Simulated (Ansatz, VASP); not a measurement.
**Pd: VASP beside Ansatz**

Contents of POSCAR:

```
Pd
1.0
    2.6730903087      0.0000000000      0.0000000000
   -1.3365451544      2.3149641140      0.0000000000
    0.0000000000      0.0000000000      4.4724584584
Pd
2
Direct
    0.3333333333      0.6666666667      0.2500000000
    0.6666666667      0.3333333333      0.7500000000
```

File INCAR.step1:

```
SYSTEM = Pd
ALGO = Normal
EDIFF = 1E-4
ENCUT = 520
GGA = PE
ISMEAR = -1
ISPIN = 2
LASPH = .TRUE.
LCHARG = .FALSE.
LMAXMIX = 4
LREAL = .FALSE.
LWAVE = .TRUE.
MAGMOM = 0.44 0.44
NBANDS = 21
NELM = 150
PREC = Accurate
SIGMA = 0.05
```

INCAR.step2

```
SYSTEM = Pd
ALGO = Normal
EDIFF = 1E-6
ENCUT = 520
ISIF = 2
ISMEAR = -1
ISPIN = 2
ISTART = 1
LASPH = .TRUE.
LCHARG = .FALSE.
LMAXMIX = 4
LMIXTAU = .TRUE.
LORBIT = 11
LREAL = .FALSE.
LWAVE = .FALSE.
MAGMOM = 0.44 0.44
METAGGA = R2SCAN
NBANDS = 21
NELM = 150
PREC = Accurate
SIGMA = 0.05
```

The input KPOINTS:

```
k-points
0
G
  15 15 8
  0 0 0
```

Input for Ansatz:

```yaml
crystal:
  lattice:
    - [2.6730903087, 0.0, 0.0]
    - [-1.3365451544, 2.314964114, 0.0]
    - [0.0, 0.0, 4.4724584584]
  atoms:
    - { symbol: Pd, position: [0.3333333333, 0.6666666667, 0.25], spin: 0.44 }
    - { symbol: Pd, position: [0.6666666667, 0.3333333333, 0.75], spin: 0.44 }
hamiltonian:
  xc: r2scan
  pseudopotentials:
    kind: paw
    azcp:
      Pd: "pseudopotentials/Pd.paw.azcp"
basis:
  ecutwfc: 500
  fft_grid_basis: typed
kpoints:
  mp_grid: { grid: [15, 15, 8], shift: [0, 0, 0] }
magnetization:
  spin_polarized: true
scf:
  occupations: { method: fermi_dirac, width: 0.05 }
  lower_state_search: "off"
output:
  stress: true
```

Alike in both runs: task single point; functional r2SCAN; k mesh 15 × 15 × 8; occupations fermi-dirac, width 0.05 eV; collinear spin.

|  | VASP | Ansatz |
| --- | --- | --- |
| version | VASP 6.6.1 | Ansatz 0.2.0 |
| potentials or method | VASP PAW PBE potentials, release 64 (Pd), cutoff 520 eV | plane waves (500 eV) with PAW, scalar-relativistic |
| valence electrons in the cell | 20 | 36 |

Ansatz gave:

```
pressure (GPa)                                                : 18.8
traceless stress, the component that is largest in VASP (GPa) : -0.93
net moment per atom (μB)                                      : 0.40
size of the moment on the site where the two differ most (μB) : 0.42
```

Which values does VASP return?

Pressure (GPa): 20.0; traceless stress, the component that is largest in VASP (GPa): -1.00; net moment per atom (μB): 0.40; size of the moment on the site where the two differ most (μB): 0.40.

VASP's potentials were made for PBE, not for r2SCAN. Site moments also hang on the region over which each program counts them. VASP's potentials hold 20 valence electrons a cell and Ansatz's 36, so a difference there can come from the potentials and not from the codes. Ansatz's warnings: stability check not made.
